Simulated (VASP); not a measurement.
Input of a VASP 6.6.1 run:

File INCAR:

```
ALGO     = Normal         # electronic algorithm
EDIFF    = 1E-6           # SCF threshold, eV
ENCUT    = 520            # plane-wave cutoff, eV
GGA      = PE             # functional
ISIF     = 2              # what is computed and relaxed
ISMEAR   = 0              # smearing method
LASPH    = True           # aspherical terms in the spheres
LCHARG   = True           # write CHGCAR
LELF     = True           # ELF
LREAL    = False          # projectors in reciprocal space
LVHAR    = True         
LWAVE    = False          # write WAVECAR
NBANDS   = 36             # bands
NELM     = 100            # most SCF steps
PREC     = Accurate       # precision mode
SIGMA    = 0.1            # smearing width, eV
```

Contents of KPOINTS:

```
k-points
0
Gamma
  6 6 2
```

POSCAR

```
Ga3SbAs2
1.0
    3.9774731700      0.0000000000      0.0000000000
   -1.9887365900      3.4445928100      0.0000000000
    0.0000000000      0.0000000000      9.7427797400
Ga Sb As
3 1 2
Direct
    0.0000000000      0.0000000000      0.0000000000
    0.3333333300      0.6666666700      0.6666666700
    0.6666666700      0.3333333300      0.3333333300
    0.0000000000      0.0000000000      0.7500000000
    0.3333333300      0.6666666700      0.4166666700
    0.6666666700      0.3333333300      0.0833333300
```

Potentials or basis: VASP PAW PBE potentials, release 64 (Ga_d, Sb, As).

Launch:

```bash
$ cat potpaw_PBE.64/Ga_d/POTCAR potpaw_PBE.64/Sb/POTCAR potpaw_PBE.64/As/POTCAR > POTCAR
$ mpirun -np 1 vasp_std > vasp.out
```

Question: Predict the largest force.

Answer: 1.586 eV/Å.

Question: Predict the pressure.

Answer: 12.2 GPa.

Question: Predict the band gap on the k mesh.

Answer: 0.55 eV, direct.

Stress tensor (GPa, compression positive):
```
12.38  0.00  0.00
 0.00 12.38  0.00
 0.00  0.00 11.83
```

Caveat: spin-orbit coupling is left out, which moves the levels of the heavy elements; forces of over 1 eV/Å act on the atoms, so gaps and moduli don't describe the material at rest. Expect the measured gap to be larger: semilocal functionals such as PBE lack the derivative discontinuity.
